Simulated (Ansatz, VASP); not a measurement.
# One calculation of Sb, two programs

```xyz
1
Lattice="2.1949 -2.2189 0.0000 2.1949 2.2189 0.0000 0.0000 0.0000 3.1299" Properties=species:S:1:pos:R:3 pbc="T T T"
Sb    0.0000    0.0000    1.5650
```

Alike in both runs: functional PBE; k mesh 6 × 6 × 6; occupations gaussian, width 0.1 eV; no spin polarisation.

Ansatz relaxed the structure, and its values are those at the end. VASP's run is a single point on that final structure, the one shown.

|  | VASP | Ansatz |
| --- | --- | --- |
| version | VASP 6.6.1 | Ansatz 0.2.0 |
| potentials or method | VASP PAW PBE potentials, release 64 (Sb), cutoff 520 eV | scalar-relativistic, plane waves, PAW |
| valence electrons in the cell | 5 | 15 |

```tsv
	VASP	Ansatz	Ansatz less VASP
gap on the k mesh at the Fermi level (eV)	none	none	-
pressure (GPa)	0.0	0.1	+0.04
```

A gap of «none» marks a metal or a gap that the smearing closes. The functional is the same, so the differences come from potentials, cutoffs and numerics. VASP's potentials hold 5 valence electrons a cell and Ansatz's 15, so a difference there can come from the potentials and not from the codes.

Neither program's run includes spin-orbit coupling.
